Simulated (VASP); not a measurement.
Set up this calculation in VASP 6.6.1, as the native input.

```yaml
Task: relaxation of cell and atoms
Functional: PBE
Potentials_or_basis: VASP PAW PBE potentials, release 64 (Na_pv, F)
Cutoff: 600 eV
k_mesh: 8 × 8 × 8
Occupations: gaussian, width 0.02 eV
Spin: no spin polarisation
Dipole_correction: no
Further_INCAR_settings: ALGO = Normal; EDIFF = 1e-07; IBRION = 2; EDIFFG = -0.001; NSW = 100; ISIF = 3
```

The structure of NaF lies in POSCAR:

```
NaF
1.0
    0.0000000000      2.3233000000      2.3233000000
    2.3233000000      0.0000000000      2.3233000000
    2.3233000000      2.3233000000      0.0000000000
Na F
1 1
Direct
    0.0000000000      0.0000000000      0.0000000000
    0.5000000000      0.5000000000      0.5000000000
```

These files were run (other wordings do the same):

INCAR

```
SYSTEM = NaF
ALGO     = Normal         ! electronic algorithm
EDIFF    = 1E-7           ! SCF threshold, eV
EDIFFG   = -0.001         ! ionic threshold
ENCUT    = 600            ! plane-wave cutoff, eV
GGA      = PE             ! functional
GGA_COMPAT= .FALSE.      
IBRION   = 2              ! ionic algorithm
ISIF     = 3              ! what is computed and relaxed
ISMEAR   = 0              ! smearing method
LASPH    = .TRUE.         ! aspherical terms in the spheres
LCHARG   = .FALSE.        ! write CHGCAR
LREAL    = .FALSE.        ! projectors in reciprocal space
LWAVE    = .FALSE.        ! write WAVECAR
NELM     = 120            ! most SCF steps
NELMIN   = 4            
NSW      = 100            ! ionic steps
PREC     = Accurate       ! precision mode
SIGMA    = 0.02           ! smearing width, eV
```

KPOINTS

```
k-points
0
G
  8 8 8
  0 0 0
```

Potentials or basis: VASP PAW PBE potentials, release 64 (Na_pv, F).

Run with:

```sh
$ cat potpaw_PBE.64/Na_pv/POTCAR potpaw_PBE.64/F/POTCAR > POTCAR
$ mpirun -np 1 vasp_std > vasp.out
```

It gave:

```
Relaxed volume                        : 12.93 Å³/atom
Relaxed cell                          : a = 3.319 Å, b = 3.319 Å, c = 3.319 Å, α = 60.00°, β = 60.00°, γ = 60.00°
Space group after relaxing (to 0.1 Å) : Fm-3m (No. 225)
Energy gained by relaxing             : 1.8 meV/atom
Ionic steps                           : 5
Pressure after relaxing               : 0.0 GPa
Band gap on the k mesh                : 6.10 eV
```

Run time: 66 s on 1 thread of AMD EPYC 7R13, on a shared host, peak memory 0.12 GiB.
